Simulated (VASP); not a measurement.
Set up this calculation in VASP 6.6.1, as the native input.

```yaml
Task: single point
Functional: LDA
Potentials_or_basis: VASP PAW LDA potentials, release 64 (Y_sv, I)
Cutoff: 520 eV
k_mesh: 7 × 7 × 3
Occupations: fermi-dirac, width 0.05 eV
Spin: no spin polarisation
Dipole_correction: no
Further_INCAR_settings: ALGO = Normal; EDIFF = 1e-06; NBANDS = 26
```

The structure of YI lies in POSCAR:

```
YI
1.0
    3.9559735753      0.0000000000      0.0000000000
   -1.9779867876      3.4259736129      0.0000000000
    0.0000000000      0.0000000000     11.0794760000
Y I
2 2
Direct
    0.6666666667      0.3333333333      0.6267270000
    0.3333333333      0.6666666667      0.3732730000
    0.3333333333      0.6666666667      0.8199750000
    0.6666666667      0.3333333333      0.1800250000
```

One way to write it, as run:

INCAR

```
PREC = Accurate
ENCUT = 520
EDIFF = 1E-6
ISMEAR = -1
SIGMA = 0.05
LREAL = False
LASPH = True
NELM = 60
ALGO = Normal
ISIF = 2
LWAVE = False
LCHARG = False
NBANDS = 26
```

KPOINTS

```
regular mesh
0
Gamma
  7 7 3
```

Potentials or basis: VASP PAW LDA potentials, release 64 (Y_sv, I).

Command:

```sh
$ cat potpaw_LDA.64/Y_sv/POTCAR potpaw_LDA.64/I/POTCAR > POTCAR
$ mpirun -np 1 vasp_std > vasp.out
```

It gave:

| Property | Result |
| --- | --- |
| Pressure | -3.2 GPa |
| Largest force | 0.372 eV/Å |
| Band gap on the k mesh | zero (bands 18 and 19 overlap by 0.37 eV) |

Caveat: the cell stands under tension; spin-orbit coupling is left out, which moves the levels of the heavy elements.

Wall time 62 s on 1 thread of AMD EPYC 9R45 96-Core Processor (Zen 5), on a shared host, peak memory 0.22 GiB.
